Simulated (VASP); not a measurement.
# SiGe (P6_3mc) in VASP: a series of runs

The runs below take SiGe through single point, with r2SCAN.

All numbers are computed with VASP 6.6.1; they aren't measurements. Logs are shortened: lines on timing, memory, paths and dates and some standing lists are left out, and cuts for length are marked.

**1. The cell of the first run**

The structure is hexagonal, space group P6_3mc (No. 186). The conventional cell has a = 3.787 Å, b = 3.787 Å, c = 6.647 Å, α = 90.00°, β = 90.00°, γ = 120.00°. Si (site symmetry 3m) has 4 Ge at 2.34 to 2.49 Å within 3.1 Å. Ge (site symmetry 3m) has 4 Si at 2.34 to 2.49 Å within 3.1 Å.

**2. Single point, r2SCAN (strain -0.030 along x and y, +0.030 along z)**

POSCAR

```
SiGe
1.0
    3.7872463130      0.0000000000      0.0000000000
   -1.8936231565      3.2798515175      0.0000000000
    0.0000000000      0.0000000000      6.6472900592
Si Ge
2 2
Direct
    0.6666666667      0.3333333333      0.8744661518
    0.3333333333      0.6666666667      0.3744661518
    0.6666666667      0.3333333333      0.5005328482
    0.3333333333      0.6666666667      0.0005328482
```

INCAR.step1

```
SYSTEM = SiGe
ALGO = Normal
EDIFF = 1E-4
ENCUT = 520
GGA = PE
ISMEAR = 0
LASPH = .True.
LCHARG = .False.
LREAL = .False.
LWAVE = .True.
NBANDS = 26
NELM = 100
PREC = Accurate
SIGMA = 0.05
```

INCAR.step2

```
SYSTEM = SiGe
ALGO = Normal
EDIFF = 1E-6
ENCUT = 520
ISIF = 2
ISMEAR = 0
ISTART = 1
LASPH = .True.
LCHARG = .True.
LELF = .True.
LMIXTAU = .True.
LREAL = .False.
LVHAR = .True.
LWAVE = .False.
METAGGA = R2SCAN
NBANDS = 26
NELM = 100
PREC = Accurate
SIGMA = 0.05
```

KPOINTS

```
k-points
0
Gamma
  12 12 4
  0 0 0
```

Potentials or basis: VASP PAW PBE potentials, release 64 (Si, Ge_d).

Launch:

```console
> cat potpaw_PBE.64/Si/POTCAR potpaw_PBE.64/Ge_d/POTCAR > POTCAR
> cp INCAR.step1 INCAR
> mpirun -np 1 vasp_std > vasp.out
> cp INCAR.step2 INCAR
> mpirun -np 1 vasp_std > vasp.out
```

OUTCAR:

```text
SYSTEM = SiGe
   EDIFF = 1E-6
   ENCUT = 520
   ISIF = 2
   ISMEAR = 0
   ISTART = 1
   LASPH = .True.
   LREAL = .False.
   METAGGA = R2SCAN
   NELM = 100
   PREC = Accurate

 ion  position               nearest neighbor table
   1  0.667  0.333  0.874-   4 2.34   4 2.34   4 2.34   3 2.49
   2  0.333  0.667  0.374-   3 2.34   3 2.34   3 2.34   4 2.49
   3  0.667  0.333  0.501-   2 2.34   2 2.34   2 2.34   1 2.49
   4  0.333  0.667  0.001-   1 2.34   1 2.34   1 2.34   2 2.49

  LATTYP: Found a hexagonal cell.
 ALAT       =     3.7872463130
 C/A-ratio  =     1.7551776436

  Lattice vectors:

 A1 = (   3.7872463130,   0.0000000000,   0.0000000000)
 A2 = (  -1.8936231565,   3.2798515175,   0.0000000000)
 A3 = (   0.0000000000,   0.0000000000,   6.6472900592)

Analysis of symmetry for initial positions (statically):
=====================================================================
 Subroutine PRICEL returns:
 Original cell was already a primitive cell.

 Routine SETGRP: Setting up the symmetry group for a
 hexagonal supercell.

 Subroutine GETGRP returns: Found 12 space group operations
 (whereof  6 operations were pure point group operations)
 out of a pool of 24 trial point group operations.

The static configuration has the point symmetry C_3v.
 The point group associated with its full space group is C_6v.

Analysis of symmetry for dynamics (positions and initial velocities):
=====================================================================
 Subroutine PRICEL returns:
 Original cell was already a primitive cell.

 Routine SETGRP: Setting up the symmetry group for a
 hexagonal supercell.

 Subroutine GETGRP returns: Found 12 space group operations
 (whereof  6 operations were pure point group operations)
 out of a pool of 24 trial point group operations.

The dynamic configuration has the point symmetry C_3v.
 The point group associated with its full space group is C_6v.

 Subroutine INISYM returns: Found 12 space group operations
 (whereof  6 operations are pure point group operations),
 and found     1 'primitive' translations

----------------------------------------------------------------------------------------

                                     Primitive cell

  volume of cell :      82.5700

  direct lattice vectors                    reciprocal lattice vectors
     3.787246313  0.000000000  0.000000000     0.264044088  0.152445925  0.000000000
    -1.893623156  3.279851518  0.000000000     0.000000000  0.304891851  0.000000000
     0.000000000  0.000000000  6.647290059     0.000000000  0.000000000  0.150437245

  length of vectors
     3.787246313  3.787246313  6.647290059     0.304891851  0.304891851  0.150437245

  position of ions in fractional coordinates (direct lattice)
     0.666666667  0.333333333  0.874466152
     0.333333333  0.666666667  0.374466152
     0.666666667  0.333333333  0.500532848
     0.333333333  0.666666667  0.000532848

  ion indices of the primitive-cell ions
   primitive index   ion index
                 1           1
                 2           2
                 3           3
                 4           4

----------------------------------------------------------------------------------------

 KPOINTS: k-points

Automatic generation of k-mesh.
 Grid dimensions read from file:
 generate k-points for:   12   12    4

 Generating k-lattice:

  Cartesian coordinates                     Fractional coordinates (reciprocal lattice)
     0.022003674  0.012703827  0.000000000     0.083333333  0.000000000  0.000000000
     0.000000000  0.025407654  0.000000000     0.000000000  0.083333333  0.000000000
     0.000000000  0.000000000  0.037609311     0.000000000  0.000000000  0.250000000

  Length of vectors
     0.025407654  0.025407654  0.037609311

  Shift w.r.t. Gamma in fractional coordinates (k-lattice)
     0.000000000  0.000000000  0.000000000

 Subroutine IBZKPT returns following result:
 ===========================================

 Found     57 irreducible k-points:

 Following reciprocal coordinates:
            Coordinates               Weight
  0.000000  0.000000  0.000000      1.000000
  0.083333  0.000000  0.000000      6.000000
  0.166667  0.000000  0.000000      6.000000
  0.250000  0.000000  0.000000      6.000000
  0.333333  0.000000  0.000000      6.000000
  0.416667  0.000000  0.000000      6.000000
[... 16 lines left out ...]
  0.250000  0.000000  0.250000     12.000000
  0.333333  0.000000  0.250000     12.000000
 [... further k-points ...]
   k-points           NKPTS =     57   k-points in BZ     NKDIM =     57   number of bands    NBANDS=     26
   number of dos      NEDOS =    301   number of ions     NIONS =      4
   total plane-waves  NPLWV =  39200
   dimension x,y,z NGX =    28 NGY =   28 NGZ =   50
   dimension x,y,z NGXF=    56 NGYF=   56 NGZF=  100
   ions per type =               2   2
   NGX,Y,Z   is equivalent  to a cutoff of  12.29, 12.29, 12.50 a.u.
   NGXF,Y,Z  is equivalent  to a cutoff of  24.58, 24.58, 25.01 a.u.
 SYSTEM =  SiGe
   PREC   = accura    normal or accurate (medium, high low for compatibility)
   ISTART =      1    job   : 0-new  1-cont  2-samecut
   ICHARG =      0    charge: 1-file 2-atom 10-const
   ISPIN  =      1    spin polarized calculation?
   LNONCOLLINEAR =      F non collinear calculations
   LSORBIT =      F    spin-orbit coupling
   LASPH  =      T    aspherical Exc in radial PAW
   ENCUT  =  520.0 eV  38.22 Ry    6.18 a.u.   7.04  7.04 12.36*2*pi/ulx,y,z
   NELM   =    100;   NELMIN=  2; NELMDL=  0     # of ELM steps
   EDIFF  = 0.1E-05   stopping-criterion for ELM
   LREAL  =      F    real-space projection
   EDIFFG = 0.1E-04   stopping-criterion for IOM
   NSW    =      0    number of steps for IOM
   IBRION =     -1    ionic relax: 0-MD 1-quasi-New 2-CG
   NFREE  =      0    steps in history (QN), initial steepest desc. (CG)
   ISIF   =      2    stress and relaxation
   ISYM   =      2    0-nonsym 1-usesym 2-fastsym
   POTIM  = 0.5000    time-step for ionic-motion
   TEBEG  =    0.0;   TEEND  =   0.0 temperature during run
   PSTRESS=    0.0 pullay stress
   NELECT =      36.0000    total number of electrons
   NUPDOWN=      -1.0000    fix difference up-down
   EMIN   =  10.00;   EMAX   =-10.00  energy-range for DOS
   EFERMI =   0.00;   METHOD = LEGACY
   ISMEAR =     0;   SIGMA  =   0.05  broadening in eV -4-tet -1-fermi 0-gaus
   EFERMI_NEDOS =   21; number of points for ismear=-14 and -15
   IALGO  =     38    algorithm
   IMIX   =      4    mixing-type and parameters
     AMIX     =   0.40;   BMIX     =  1.00
     AMIX_MAG =   1.60;   BMIX_MAG =  1.00
  volume/ion in A,a.u.               =      20.64       139.30
  Fermi-wavevector in a.u.,A,eV,Ry     =   1.241371  2.345851 20.966599  1.541002
  Thomas-Fermi vector in A             =   2.375771
   LORBIT       =      0    0 simple, 1 ext, 2 COOP (PROOUT), +10 PAW based schemes
   METAGGA = R2SCAN    functional components
   LHFCALC =     F    Hartree Fock is set to
   AEXX    =    0.0000 exact exchange contribution
   IVDW    =     0    specifies the selected vdW correction
   LEPSILON=     F    determine dielectric tensor
   LRPA    =     F    only Hartree local field effects (RPA)
 non-spin polarized calculation
 Gauss-broadening in eV      SIGMA  =   0.05
  energy-cutoff  :      520.00
  volume of cell :       82.57
 maximum number of plane-waves:      2241
   NGX = 15   NGY = 15   NGZ = 25

 number of electron      35.9999998 magnetization

 Free energy of the ion-electron system (eV)
  ---------------------------------------------------
  ext. energy  EPLUGINS =         0.00000000
  ---------------------------------------------------
  free energy    TOTEN  =       -45.01397458 eV

  energy without entropy =      -45.01397458  energy(sigma->0) =      -45.01397458

 E-fermi :   6.0464     XC(G=0): -10.5228

 val. band max:        5.8306622038   @ k =   0.0000   0.0000   0.0000
 cond. band min:       6.5534689412   @ k =   0.3333   0.0000   0.2500
 fundamental gap:      0.7228067374
 Fermi energy:         6.0464240317

 k-point     1 :       0.0000    0.0000    0.0000
  band No.  band energies     occupation
      1     -19.4599      2.00000
      2     -19.4599      2.00000
      3     -19.4596      2.00000
      4     -19.4585      2.00000
      5     -19.4567      2.00000
      6     -19.4567      2.00000
[... 18 lines left out ...]
     25      10.4215      0.00000
     26      13.1086      0.00000

 k-point     2 :       0.0833    0.0000    0.0000
  band No.  band energies     occupation
      1     -19.4603      2.00000
      2     -19.4595      2.00000
      3     -19.4594      2.00000
      4     -19.4590      2.00000
      5     -19.4561      2.00000
      6     -19.4555      2.00000
[... 18 lines left out ...]
     25      10.7839      0.00000
     26      12.3894      0.00000

 k-point     3 :       0.1667    0.0000    0.0000
  band No.  band energies     occupation
      1     -19.4618      2.00000
      2     -19.4607      2.00000
      3     -19.4581      2.00000
      4     -19.4573      2.00000
      5     -19.4545      2.00000
      6     -19.4532      2.00000
[... 18 lines left out ...]
     25      11.7183      0.00000
     26      11.9097      0.00000

 k-point     4 :       0.2500    0.0000    0.0000
  band No.  band energies     occupation
      1     -19.4638      2.00000
      2     -19.4620      2.00000
      3     -19.4565      2.00000
      4     -19.4550      2.00000
      5     -19.4524      2.00000
      6     -19.4505      2.00000
[... 18 lines left out ...]
     25      12.9686      0.00000
     26      12.9766      0.00000
[... 496 lines left out ...]
      1     -19.4618      2.00000
      2     -19.4611      2.00000
      3     -19.4575      2.00000
      4     -19.4564      2.00000
      5     -19.4550      2.00000
      6     -19.4536      2.00000
[... 18 lines left out ...]
     25      11.5536      0.00000
     26      12.2258      0.00000

 k-point    23 :       0.2500    0.0000    0.2500
  band No.  band energies     occupation
      1     -19.4637      2.00000
      2     -19.4626      2.00000
      3     -19.4559      2.00000
      4     -19.4541      2.00000
      5     -19.4530      2.00000
      6     -19.4510      2.00000
[... 18 lines left out ...]
     25      12.4836      0.00000
     26      12.7885      0.00000

 k-point    24 :       0.3333    0.0000    0.2500
  band No.  band energies     occupation
      1     -19.4655      2.00000
      2     -19.4640      2.00000
      3     -19.4545      2.00000
      4     -19.4519      2.00000
      5     -19.4511      2.00000
      6     -19.4487      2.00000
[... 18 lines left out ...]
     25      13.5596      0.00000
     26      14.1966      0.00000

 [... further k-points ...]

------------------------ aborting loop because EDIFF is reached ----------------------------------------

  FORCE on cell =-STRESS in cart. coord.  units (eV):
  Direction    XX          YY          ZZ          XY          YZ          ZX
  --------------------------------------------------------------------------------------
  -------------------------------------------------------------------------------------
  Total        3.9518245      3.9518245     -2.8636423      0.0000000      0.0000000     -0.0000000
  in kB       76.6806635     76.6806635    -55.5657246      0.0000000      0.0000000     -0.0000000
  external PRESSURE =      32.5985341 kB  Pullay stress =       0.0000000 kB

 VOLUME and BASIS-vectors are now :
 -----------------------------------------------------------------------------
  energy-cutoff  :      520.00
  volume of cell :       82.57
      direct lattice vectors                 reciprocal lattice vectors
     3.787246313  0.000000000  0.000000000     0.264044088  0.152445925  0.000000000
    -1.893623156  3.279851518  0.000000000     0.000000000  0.304891851  0.000000000
     0.000000000  0.000000000  6.647290059     0.000000000  0.000000000  0.150437245

 POSITION                                       TOTAL-FORCE (eV/Angst)
 -----------------------------------------------------------------------------------
      1.89362      1.09328      5.81283         0.000000      0.000000     -0.565942
     -0.00000      2.18657      2.48919        -0.000000     -0.000000     -0.565942
      1.89362      1.09328      3.32719        -0.000000      0.000000      0.565942
     -0.00000      2.18657      0.00354         0.000000      0.000000      0.565942
 -----------------------------------------------------------------------------------
    total drift:                               -0.000000     -0.000001      0.014223

  FREE ENERGIE OF THE ION-ELECTRON SYSTEM (eV)
  ---------------------------------------------------
  free  energy   TOTEN  =       -45.0139745783 eV

  energy  without entropy=      -45.0139745783  energy(sigma->0) =      -45.01397458
```

Run time: 5.5 min. Hardware: 1 thread of Intel Xeon Platinum 8488C (Sapphire Rapids), shared host; peak memory 0.26 GiB.

What came out:

```
Free energy            : -45.0140 eV
Pressure               : 3.3 GPa
Largest force          : 0.566 eV/Å
Band gap on the k mesh : 0.72 eV (least direct gap 1.10 eV)
```

Forces in eV/Å, atoms in the order of the input:
```
Si   0.000  0.000 -0.566
Si   0.000  0.000 -0.566
Ge   0.000  0.000  0.566
Ge   0.000  0.000  0.566
```

Levels at points of the mesh, in eV from the valence-band top:
| k point | band 16 | band 17 | band 18 | band 19 | band 20 | band 21 |
| --- | --- | --- | --- | --- | --- | --- |
| (0.00, 0.00, 0.00) | -0.52 | 0.00 | 0.00 | 1.10 | 1.55 | 2.56 |
| (0.50, 0.00, 0.00) | -3.23 | -3.14 | -1.78 | 0.88 | 2.26 | 3.35 |
| (0.00, 0.00, 0.50) | -0.83 | -0.83 | -0.83 | 2.21 | 2.21 | 3.52 |
| (0.50, 0.00, 0.50) | -2.98 | -2.63 | -2.63 | 0.80 | 0.80 | 1.94 |

Caveat: the cell differs from its parent crystal (strain -0.030 along x and y, +0.030 along z); the cell stands under pressure; the PAW data sets were made with another functional, which shifts forces and pressure a little.

(Continued in part 2 of 2.)
